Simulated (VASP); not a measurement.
Crystal: NaH (wurtzite type).

```
Na H
1.0
     3.32316    0.00000    0.00000
    -1.66158    2.87794    0.00000
     0.00000    0.00000    5.41674
Na H
2 2
Direct
  0.33333 0.66667 0.00000
  0.66667 0.33333 0.50000
  0.33333 0.66667 0.37600
  0.66667 0.33333 0.87600
```

- Program: VASP 6.6.1
- Task: relaxation of cell and atoms
- Functional: PBE
- Potentials or basis: VASP PAW PBE potentials, release 64 (Na_pv, H)
- Cutoff: 600 eV
- k mesh: 14 × 14 × 8
- Occupations: fermi-dirac, width 0.03 eV
- Spin: no spin polarisation

At the start: pressure 9.8 GPa; volume 12.95 Å³/atom.

Q: How do energy, volume and symmetry change on relaxing?

A: Over 36 steps the energy falls by 125.2 meV/atom and the volume is 16.53 Å³/atom (+27.7 %); space group P6_3mc (No. 186, to 0.1 Å) before, P6_3/mmc (No. 194, to 0.1 Å).

Step by step:
| step | energy change (eV) | largest force (eV/Å) | pressure (GPa) | volume (Å³) |
| --- | --- | --- | --- | --- |
| 1 | 0.0000 | 0.0305 | 9.79 | 51.80 |
| 2 | -0.2804 | 0.0408 | 5.10 | 57.97 |
| 3 | -0.4447 | 0.0415 | 0.94 | 67.42 |
| 4 | -0.4532 | 0.0401 | 0.08 | 70.22 |
| 5 | -0.4532 | 0.0395 | -0.06 | 70.62 |
| 6 | -0.4540 | 0.0388 | -0.01 | 70.62 |
| 7 | -0.4560 | 0.0357 | 0.01 | 70.59 |
| 8 | -0.4588 | 0.0319 | -0.04 | 70.53 |
| 9 | -0.4608 | 0.0336 | -0.06 | 70.35 |
| 10 | -0.4621 | 0.0005 | 0.00 | 69.92 |
| 11 | -0.4621 | 0.0019 | -0.02 | 69.94 |
| 12 | -0.4621 | 0.0002 | 0.02 | 69.93 |
| 13 | -0.4621 | 0.0064 | -0.03 | 70.07 |
| 14 | -0.4621 | 0.0054 | -0.04 | 70.04 |
| 15 | -0.4621 | 0.0075 | -0.03 | 69.95 |
| 16 | -0.4622 | 0.0151 | -0.01 | 69.72 |
| 17 | -0.4622 | 0.0151 | 0.04 | 69.68 |
| 18 | -0.4622 | 0.0151 | 0.04 | 69.60 |
| 19 | -0.4623 | 0.0147 | 0.07 | 69.43 |
| 20 | -0.4623 | 0.0148 | 0.14 | 69.11 |
| 21 | -0.4623 | 0.0138 | 0.13 | 69.11 |
| 22 | -0.4626 | 0.0106 | 0.09 | 69.10 |
| 23 | -0.4630 | 0.0058 | 0.12 | 69.10 |
| 24 | -0.4637 | 0.0013 | 0.01 | 69.08 |
| 25 | -0.4661 | 0.0046 | -0.13 | 69.01 |
| 26 | -0.4782 | 0.0100 | -0.45 | 68.81 |
| 27 | -0.4766 | 0.1272 | -0.37 | 68.03 |
| 28 | -0.4851 | 0.0173 | -0.55 | 68.68 |
| 29 | -0.4954 | 0.0061 | -0.60 | 68.40 |
| 30 | -0.4956 | 0.0127 | -0.61 | 68.36 |
| 31 | -0.4908 | 0.0139 | 1.03 | 63.08 |
| 32 | -0.5001 | 0.0139 | 0.02 | 66.13 |
| 33 | -0.5005 | 0.0093 | 0.05 | 66.13 |
| 34 | -0.5006 | 0.0050 | 0.04 | 66.13 |
| 35 | -0.5006 | 0.0066 | 0.00 | 66.13 |
| 36 | -0.5007 | 0.0008 | 0.02 | 66.13 |

Final structure:
```xyz
4
Lattice="3.9544 0.0000 0.0000 -1.9772 3.4246 0.0000 0.0000 0.0000 4.8833" Properties=species:S:1:pos:R:3 pbc="T T T"
Na    0.0000    2.2830    4.5797
Na    1.9772    1.1415    2.1381
H     0.0000    2.2830    2.1397
H     1.9772    1.1415    4.5814
```

Caveat: the volume moved by over 15 % at a fixed basis, so the end points are rough.
